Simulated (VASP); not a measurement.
Here is a VASP 6.6.1 calculation.

INCAR

```
PREC = Accurate
ENCUT = 520
EDIFF = 1E-6
ISMEAR = -1
SIGMA = 0.02
LREAL = F
LASPH = T
NELM = 80
ALGO = Normal
ISIF = 2
LWAVE = F
LCHARG = F
GGA = PE
NBANDS = 46
```

KPOINTS

```
Automatic mesh
0
Gamma
  4 6 4
```

POSCAR

```
Ga4Sb3P
1.0
    7.0023544745      0.0000000000     -0.0041155365
    0.0000000000      4.2589525681      0.0000000000
   -0.0043651674      0.0000000000      7.3719491371
P Sb Ga
1 3 4
Direct
   -0.0029391425      0.0000000000      0.3316257185
    0.0035602858      0.5000000000      0.8336331017
    0.4969421176      0.5000000000      0.1765758966
    0.5044724182      0.0000000000      0.6589361834
    0.3423260335      0.0000000000      0.3340148420
    0.3845247828      0.5000000000      0.8353363997
    0.8843051755      0.5000000000      0.1868891269
    0.8868083290      0.0000000000      0.6429887311
```

Potentials or basis: VASP PAW PBE potentials, release 64 (P, Sb, Ga_d).

Run with:

```console
$ cat potpaw_PBE.64/P/POTCAR potpaw_PBE.64/Sb/POTCAR potpaw_PBE.64/Ga_d/POTCAR > POTCAR
$ mpirun -np 1 vasp_std > vasp.out
```

(1) What does it give for the band gap on the k mesh?

(2) What does it give for the largest force?

## Answers

(1) 0.09 eV, indirect (least direct gap 0.15 eV).

(2) 0.009 eV/Å.

Caveat: spin-orbit coupling is left out, which moves the levels of the heavy elements.
